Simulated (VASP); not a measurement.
Wanted: the native input for a VASP 6.6.1 run.

```
Task                   : single point
Functional             : PBE
Potentials or basis    : VASP PAW PBE potentials, release 64 (Al, N)
Cutoff                 : 520 eV
k mesh                 : 10 × 10 × 10
Occupations            : fermi-dirac, width 0.02 eV
Spin                   : no spin polarisation
Dipole correction      : no
Further INCAR settings : ALGO = Normal; EDIFF = 1e-06; NBANDS = 11
```

The structure of AlN lies in POSCAR:

```
AlN
1.0
    0.0000000000      1.9613773654      1.9613773654
    1.9613773654      0.0000000000      1.9613773654
    1.9613773654      1.9613773654      0.0000000000
Al N
1 1
Direct
    0.0000000000      0.0000000000      0.0000000000
    0.5000000000      0.5000000000      0.5000000000
```

This cell differs from its parent crystal: volume scaled by 0.975.

The input as run:

INCAR

```
PREC = Accurate ; ENCUT = 520
EDIFF = 1E-6 ; ISMEAR = -1
SIGMA = 0.02 ; LREAL = F
LASPH = T ; NELM = 80
ALGO = Normal ; ISIF = 2
LWAVE = F ; LCHARG = T
GGA = PE ; LELF = T
LVHAR = T ; NBANDS = 11
```

KPOINTS

```
Automatic mesh
0
Gamma
  10 10 10
```

Potentials or basis: VASP PAW PBE potentials, release 64 (Al, N).

The run is started by

```sh
$ cat potpaw_PBE.64/Al/POTCAR potpaw_PBE.64/N/POTCAR > POTCAR
$ mpirun -np 1 vasp_std > vasp.out
```

It gave:

```json
{
  "Pressure": "34.5 GPa",
  "Band gap on the k mesh": "5.13 eV, indirect (least direct gap 7.05 eV)"
}
```

Run time: 11 s on 1 thread of Intel Xeon 8259CL, with other jobs on the host, peak memory 0.13 GiB.
